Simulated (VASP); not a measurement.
# ErB (Pm-3m) in VASP: further runs

ErB is run at these levels: PBE; tasks: single point, relaxation of cell and atoms.

Program: VASP 6.6.1. These are calculated values, not measurements. Logs are shortened: lines on timing, memory, paths and dates and some standing lists are left out, and cuts for length are marked.

## (1) The cell of the first run

It takes space group Pm-3m (No. 221, cubic). The conventional cell has a = 3.168 Å, b = 3.168 Å, c = 3.168 Å, α = 90.00°, β = 90.00°, γ = 90.00°. Within 3.6 Å of Er (site symmetry m-3m) lie 8 B at 2.74 Å and 6 Er at 3.17 Å. Within 3.6 Å of B (site symmetry m-3m) lie 8 Er at 2.74 Å and 6 B at 3.17 Å.

The cell was built from a structure type or drawn by symmetry, and may not be a known phase.

## (2) Single point, PBE

The input, INCAR:

```
ALGO = Normal
EDIFF = 1E-6
ENCUT = 520
GGA = PE
ISIF = 2
ISMEAR = 0
LASPH = True
LCHARG = True
LELF = True
LREAL = False
LVHAR = True
LWAVE = False
NBANDS = 20
NELM = 60
PREC = Accurate
SIGMA = 0.1
```

The input, KPOINTS:

```
k-points
0
Gamma
  6 6 6
```

The input, POSCAR:

```
ErB
1.0
    3.1681006371      0.0000000000      0.0000000000
    0.0000000000      3.1681006371      0.0000000000
    0.0000000000      0.0000000000      3.1681006371
Er B
1 1
Direct
    0.5000000000      0.5000000000      0.5000000000
    0.0000000000      0.0000000000      0.0000000000
```

Potentials or basis: VASP PAW PBE potentials, release 64 (Er, B).

Launch:

```console
> cat potpaw_PBE.64/Er/POTCAR potpaw_PBE.64/B/POTCAR > POTCAR
> mpirun -np 1 vasp_std > vasp.out
```

OUTCAR:

```text
EDIFF = 1E-6
   ENCUT = 520
   GGA = PE
   ISIF = 2
   ISMEAR = 0
   LASPH = True
   LREAL = False
   NELM = 60
   PREC = Accurate

 ion  position               nearest neighbor table
   1  0.500  0.500  0.500-   2 2.74   2 2.74   2 2.74   2 2.74   2 2.74   2 2.74   2 2.74   2 2.74

   2  0.000  0.000  0.000-   1 2.74   1 2.74   1 2.74   1 2.74   1 2.74   1 2.74   1 2.74   1 2.74

  LATTYP: Found a simple cubic cell.
 ALAT       =     3.1681006371

  Lattice vectors:

 A1 = (   3.1681006371,   0.0000000000,   0.0000000000)
 A2 = (   0.0000000000,   3.1681006371,   0.0000000000)
 A3 = (   0.0000000000,   0.0000000000,   3.1681006371)

Analysis of symmetry for initial positions (statically):
=====================================================================
 Subroutine PRICEL returns:
 Original cell was already a primitive cell.

 Routine SETGRP: Setting up the symmetry group for a
 simple cubic supercell.

 Subroutine GETGRP returns: Found 48 space group operations
 (whereof 48 operations were pure point group operations)
 out of a pool of 48 trial point group operations.

The static configuration has the point symmetry O_h .

Analysis of symmetry for dynamics (positions and initial velocities):
=====================================================================
 Subroutine PRICEL returns:
 Original cell was already a primitive cell.

 Routine SETGRP: Setting up the symmetry group for a
 simple cubic supercell.

 Subroutine GETGRP returns: Found 48 space group operations
 (whereof 48 operations were pure point group operations)
 out of a pool of 48 trial point group operations.

The dynamic configuration has the point symmetry O_h .

 Subroutine INISYM returns: Found 48 space group operations
 (whereof 48 operations are pure point group operations),
 and found     1 'primitive' translations

----------------------------------------------------------------------------------------

                                     Primitive cell

  volume of cell :      31.7978

  direct lattice vectors                    reciprocal lattice vectors
     3.168100637  0.000000000  0.000000000     0.315646539  0.000000000  0.000000000
     0.000000000  3.168100637  0.000000000     0.000000000  0.315646539  0.000000000
     0.000000000  0.000000000  3.168100637     0.000000000  0.000000000  0.315646539

  length of vectors
     3.168100637  3.168100637  3.168100637     0.315646539  0.315646539  0.315646539

  position of ions in fractional coordinates (direct lattice)
     0.500000000  0.500000000  0.500000000
     0.000000000  0.000000000  0.000000000

  ion indices of the primitive-cell ions
   primitive index   ion index
                 1           1
                 2           2

----------------------------------------------------------------------------------------

 KPOINTS: k-points

Automatic generation of k-mesh.
 Grid dimensions read from file:
 generate k-points for:    6    6    6

 Generating k-lattice:

  Cartesian coordinates                     Fractional coordinates (reciprocal lattice)
     0.052607756  0.000000000  0.000000000     0.166666667  0.000000000  0.000000000
     0.000000000  0.052607756  0.000000000     0.000000000  0.166666667  0.000000000
     0.000000000  0.000000000  0.052607756     0.000000000  0.000000000  0.166666667

  Length of vectors
     0.052607756  0.052607756  0.052607756

  Shift w.r.t. Gamma in fractional coordinates (k-lattice)
     0.000000000  0.000000000  0.000000000

 Subroutine IBZKPT returns following result:
 ===========================================

 Found     20 irreducible k-points:

 Following reciprocal coordinates:
            Coordinates               Weight
  0.000000  0.000000  0.000000      1.000000
  0.166667  0.000000  0.000000      6.000000
  0.333333  0.000000  0.000000      6.000000
  0.500000  0.000000  0.000000      3.000000
  0.166667  0.166667  0.000000     12.000000
  0.333333  0.166667  0.000000     24.000000
[... 12 lines left out ...]
  0.500000  0.500000  0.333333      6.000000
  0.500000  0.500000  0.500000      1.000000
   k-points           NKPTS =     20   k-points in BZ     NKDIM =     20   number of bands    NBANDS=     20
   number of dos      NEDOS =    301   number of ions     NIONS =      2
   total plane-waves  NPLWV =  13824
   dimension x,y,z NGX =    24 NGY =   24 NGZ =   24
   dimension x,y,z NGXF=    48 NGYF=   48 NGZF=   48
   ions per type =               1   1
   NGX,Y,Z   is equivalent  to a cutoff of  12.59, 12.59, 12.59 a.u.
   NGXF,Y,Z  is equivalent  to a cutoff of  25.19, 25.19, 25.19 a.u.
 SYSTEM =  unknown system
   PREC   = accura    normal or accurate (medium, high low for compatibility)
   ISTART =      0    job   : 0-new  1-cont  2-samecut
   ICHARG =      2    charge: 1-file 2-atom 10-const
   ISPIN  =      1    spin polarized calculation?
   LNONCOLLINEAR =      F non collinear calculations
   LSORBIT =      F    spin-orbit coupling
   LASPH  =      T    aspherical Exc in radial PAW
   ENCUT  =  520.0 eV  38.22 Ry    6.18 a.u.   5.89  5.89  5.89*2*pi/ulx,y,z
   NELM   =     60;   NELMIN=  2; NELMDL= -5     # of ELM steps
   EDIFF  = 0.1E-05   stopping-criterion for ELM
   LREAL  =      F    real-space projection
   EDIFFG = 0.1E-04   stopping-criterion for IOM
   NSW    =      0    number of steps for IOM
   IBRION =     -1    ionic relax: 0-MD 1-quasi-New 2-CG
   NFREE  =      0    steps in history (QN), initial steepest desc. (CG)
   ISIF   =      2    stress and relaxation
   ISYM   =      2    0-nonsym 1-usesym 2-fastsym
   POTIM  = 0.5000    time-step for ionic-motion
   TEBEG  =    0.0;   TEEND  =   0.0 temperature during run
   PSTRESS=    0.0 pullay stress
   NELECT =      25.0000    total number of electrons
   NUPDOWN=      -1.0000    fix difference up-down
   EMIN   =  10.00;   EMAX   =-10.00  energy-range for DOS
   EFERMI =   0.00;   METHOD = LEGACY
   ISMEAR =     0;   SIGMA  =   0.10  broadening in eV -4-tet -1-fermi 0-gaus
   EFERMI_NEDOS =   21; number of points for ismear=-14 and -15
   IALGO  =     38    algorithm
   IMIX   =      4    mixing-type and parameters
     AMIX     =   0.40;   BMIX     =  1.00
     AMIX_MAG =   1.60;   BMIX_MAG =  1.00
  volume/ion in A,a.u.               =      15.90       107.29
  Fermi-wavevector in a.u.,A,eV,Ry     =   1.510970  2.855319 31.062517  2.283031
  Thomas-Fermi vector in A             =   2.621089
   LORBIT       =      0    0 simple, 1 ext, 2 COOP (PROOUT), +10 PAW based schemes
   GGA     = PE    functional components
   LHFCALC =     F    Hartree Fock is set to
   AEXX    =    0.0000 exact exchange contribution
   IVDW    =     0    specifies the selected vdW correction
   LEPSILON=     F    determine dielectric tensor
   LRPA    =     F    only Hartree local field effects (RPA)
 non-spin polarized calculation
 Gauss-broadening in eV      SIGMA  =   0.10
  energy-cutoff  :      520.00
  volume of cell :       31.80
 maximum number of plane-waves:       876
 NGX is ok and might be reduce to    24
   NGX = 11   NGY = 11   NGZ = 11

 number of electron      25.0000029 magnetization

 Free energy of the ion-electron system (eV)
  ---------------------------------------------------
  ext. energy  EPLUGINS =         0.00000000
  ---------------------------------------------------
  free energy    TOTEN  =       -10.09639488 eV

  energy without entropy =      -10.00063041  energy(sigma->0) =      -10.04851265

 E-fermi :   3.5572     XC(G=0): -11.5390

 val. band max:        3.5480828033   @ k =   0.5000   0.3333   0.0000
 cond. band min:       3.5597062469   @ k =   0.5000   0.5000   0.0000
 fundamental gap:      0.0116234435
 Fermi energy:         3.5571672262

 k-point     1 :       0.0000    0.0000    0.0000
  band No.  band energies     occupation
      1     -44.2645      2.00000
      2     -18.1859      2.00000
      3     -18.1859      2.00000
      4     -18.1859      2.00000
      5      -5.1877      2.00000
      6       3.2658      1.99996
[... 12 lines left out ...]
     19      11.4227      0.00000
     20      11.4227      0.00000

 k-point     2 :       0.1667    0.0000    0.0000
  band No.  band energies     occupation
      1     -44.2490      2.00000
      2     -18.4585      2.00000
      3     -18.1602      2.00000
      4     -18.1602      2.00000
      5      -4.6543      2.00000
      6       2.9440      2.00000
[... 12 lines left out ...]
     19      11.8565      0.00000
     20      11.8565      0.00000

 k-point     3 :       0.3333    0.0000    0.0000
  band No.  band energies     occupation
      1     -44.2177      2.00000
      2     -18.9626      2.00000
      3     -18.1082      2.00000
      4     -18.1082      2.00000
      5      -3.3028      2.00000
      6       1.0362      2.00000
[... 12 lines left out ...]
     19      12.8216      0.00000
     20      12.8216      0.00000

 k-point     4 :       0.5000    0.0000    0.0000
  band No.  band energies     occupation
      1     -44.2019      2.00000
      2     -19.1975      2.00000
      3     -18.0819      2.00000
      4     -18.0819      2.00000
      5      -1.9155      2.00000
      6      -0.6642      2.00000
[... 12 lines left out ...]
     19      13.1520      0.00000
     20      13.4876      0.00000

 k-point     5 :       0.1667    0.1667    0.0000
  band No.  band energies     occupation
      1     -44.2336      2.00000
      2     -18.4494      2.00000
      3     -18.4038      2.00000
      4     -18.1353      2.00000
      5      -4.1762      2.00000
      6       2.8011      2.00000
[... 12 lines left out ...]
     19      11.3433      0.00000
     20      12.9026      0.00000
[... 261 lines left out ...]
      6       1.4524      2.00000
[... 12 lines left out ...]
     19      13.5797      0.00000
     20      13.5797      0.00000

 k-point    18 :       0.5000    0.3333    0.3333
  band No.  band energies     occupation
      1     -44.1127      2.00000
      2     -18.9337      2.00000
      3     -18.7005      2.00000
      4     -18.6672      2.00000
      5      -1.5919      2.00000
      6       1.0827      2.00000
[... 12 lines left out ...]
     19      13.8270      0.00000
     20      14.3457      0.00000

 k-point    19 :       0.5000    0.5000    0.3333
  band No.  band energies     occupation
      1     -44.0979      2.00000
      2     -18.8909      2.00000
      3     -18.8909      2.00000
      4     -18.6466      2.00000
      5      -1.2727      2.00000
      6       0.8745      2.00000
[... 12 lines left out ...]
     19      14.1414      0.00000
     20      14.2952      0.00000

 k-point    20 :       0.5000    0.5000    0.5000
  band No.  band energies     occupation
      1     -44.0832      2.00000
      2     -18.8495      2.00000
      3     -18.8495      2.00000
      4     -18.8495      2.00000
      5       0.1099      2.00000
      6       0.4400      2.00000
[... 12 lines left out ...]
     19      14.3702      0.00000
     20      14.3702      0.00000

------------------------ aborting loop because EDIFF is reached ----------------------------------------

  FORCE on cell =-STRESS in cart. coord.  units (eV):
  Direction    XX          YY          ZZ          XY          YZ          ZX
  --------------------------------------------------------------------------------------
  -------------------------------------------------------------------------------------
  Total       -0.3838486     -0.3838486     -0.3838486     -0.0000000     -0.0000000      0.0000000
  in kB      -19.3407646    -19.3407646    -19.3407646     -0.0000000     -0.0000000      0.0000000
  external PRESSURE =     -19.3407646 kB  Pullay stress =       0.0000000 kB

 VOLUME and BASIS-vectors are now :
 -----------------------------------------------------------------------------
  energy-cutoff  :      520.00
  volume of cell :       31.80
      direct lattice vectors                 reciprocal lattice vectors
     3.168100637  0.000000000  0.000000000     0.315646539  0.000000000  0.000000000
     0.000000000  3.168100637  0.000000000     0.000000000  0.315646539  0.000000000
     0.000000000  0.000000000  3.168100637     0.000000000  0.000000000  0.315646539

 POSITION                                       TOTAL-FORCE (eV/Angst)
 -----------------------------------------------------------------------------------
      1.58405      1.58405      1.58405         0.000000      0.000000      0.000000
      0.00000      0.00000      0.00000         0.000000      0.000000      0.000000
 -----------------------------------------------------------------------------------
    total drift:                                0.000000     -0.000000     -0.000000

  FREE ENERGIE OF THE ION-ELECTRON SYSTEM (eV)
  ---------------------------------------------------
  free  energy   TOTEN  =       -10.0963948849 eV

  energy  without entropy=      -10.0006304085  energy(sigma->0) =      -10.04851265
```

Wall time 90 s (1 thread of Intel Xeon 8259CL, shared host); peak memory 0.16 GiB.

Results:

| Item | Value |
| --- | --- |
| Free energy | -10.0964 eV |
| Pressure | -1.9 GPa |
| Band gap on the k mesh | zero (an odd number of electrons rules out a gap without spin polarisation) |

Levels at points of the mesh, in eV from the Fermi level:
| k point | band 10 | band 11 | band 12 | band 13 | band 14 | band 15 | band 16 | band 17 |
| --- | --- | --- | --- | --- | --- | --- | --- | --- |
| (0.00, 0.00, 0.00) | -0.20 | -0.20 | -0.18 | 0.53 | 0.53 | 3.00 | 3.00 | 3.00 |
| (0.50, 0.00, 0.00) | -0.17 | -0.17 | -0.02 | -0.02 | 1.01 | 1.01 | 1.81 | 8.49 |
| (0.50, 0.50, 0.00) | -0.18 | -0.05 | 0.00 | 0.25 | 0.25 | 1.08 | 3.87 | 4.92 |
| (0.50, 0.50, 0.50) | -0.17 | -0.17 | -0.07 | -0.07 | -0.07 | 0.22 | 8.91 | 8.91 |

Caveat: spin-orbit coupling is left out, which moves the levels of the heavy elements; semilocal functionals describe open f shells poorly, which spoils levels, moments and volumes. Spin polarisation is off, so any magnetic state and its effect on volume and gap are missing.

(Continued in part 2 of 2.)
